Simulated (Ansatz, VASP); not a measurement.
## BN: VASP beside Ansatz

File POSCAR:

```
BN
1.0
    2.5439500161      0.0000000000      0.0000000000
   -1.2719750081      2.2031253399      0.0000000000
    0.0000000000      0.0000000000      4.2078153010
B N
2 2
Direct
    0.3333333333      0.6666666667      0.0002034636
    0.6666666667      0.3333333333      0.5002034636
    0.3333333333      0.6666666667      0.3747965364
    0.6666666667      0.3333333333      0.8747965364
```

File INCAR.step1:

```
  PREC = Accurate
  ENCUT = 520
  EDIFF = 1E-5
  ISMEAR = 0
  SIGMA = 0.01
  LREAL = F
  LASPH = T
  NELM = 60
  ALGO = Normal
  ISIF = 2
  LWAVE = T
  LCHARG = F
  GGA = PE
  NBANDS = 16
```

Contents of INCAR.step2:

```
  PREC = Accurate
  ENCUT = 520
  EDIFF = 1E-7
  ISMEAR = 0
  SIGMA = 0.01
  LREAL = F
  LASPH = T
  NELM = 60
  ALGO = Normal
  ISIF = 2
  LWAVE = F
  LCHARG = F
  GGA = PE
  LHFCALC = T
  AEXX = 0.25
  PRECFOCK = Normal
  ISTART = 1
  NBANDS = 16
```

Contents of KPOINTS:

```
Automatic mesh
0
Gamma
  9 9 4
```

Input for Ansatz:

```yaml
crystal:
  lattice:
    - [2.5439500161, 0.0, 0.0]
    - [-1.2719750081, 2.2031253399, 0.0]
    - [0.0, 0.0, 4.207815301]
  atoms:
    - { symbol: B, position: [0.3333333333, 0.6666666667, 0.0002034636] }
    - { symbol: B, position: [0.6666666667, 0.3333333333, 0.5002034636] }
    - { symbol: "N", position: [0.3333333333, 0.6666666667, 0.3747965364] }
    - { symbol: "N", position: [0.6666666667, 0.3333333333, 0.8747965364] }
kpoints:
  mp_grid: { grid: [9, 9, 4] }
  band_path:
    path:
      - [0.0, 0.0, 0.0]
      - [0.5, 0.0, 0.0]
      - [0.3333333333, 0.3333333333, 0.0]
      - [0.0, 0.0, 0.5]
      - [0.5, 0.0, 0.5]
      - [0.3333333333, 0.3333333333, 0.5]
      - [0.1, 0.0, 0.0]
    npoints: 1
hamiltonian:
  xc: pbe0
scf:
  occupations: { method: fixed }
  n_extra_bands: 5
output:
  forces: true
  stress: true
  eigenvalues: true
  write_density: true
  write_potential: true
  elf: true
  volumetric_format: npy
```

Alike in both runs: task single point; functional PBE0; k mesh 9 × 9 × 4; no spin polarisation.

|  | VASP | Ansatz |
| --- | --- | --- |
| version | VASP 6.6.1 | Ansatz 0.2.0 |
| potentials or method | VASP PAW PBE potentials, release 64 (B, N) | plane waves, PAW |
| plane-wave cutoff (eV) | 520 | 420 |
| occupations | gaussian, width 0.01 eV | fixed |
| valence electrons in the cell | 16 | 16 |

Ansatz gave:

```
gap on the k mesh at the Fermi level (eV)                     : 7.29
pressure (GPa)                                                : -4.4
traceless stress, the component that is largest in VASP (GPa) : -0.36
rms of the force components (eV/Å)                            : 0.006
```

Q: Which values does VASP return?

A: gap on the k mesh at the Fermi level (eV): 7.28; pressure (GPa): -3.9; traceless stress, the component that is largest in VASP (GPa): -0.38; rms of the force components (eV/Å): 0.005.

Atom by atom the forces differ by 0.002 eV/Å (rms over components). Ansatz's warnings: stress exchange threshold loose, stress scf threshold loose.
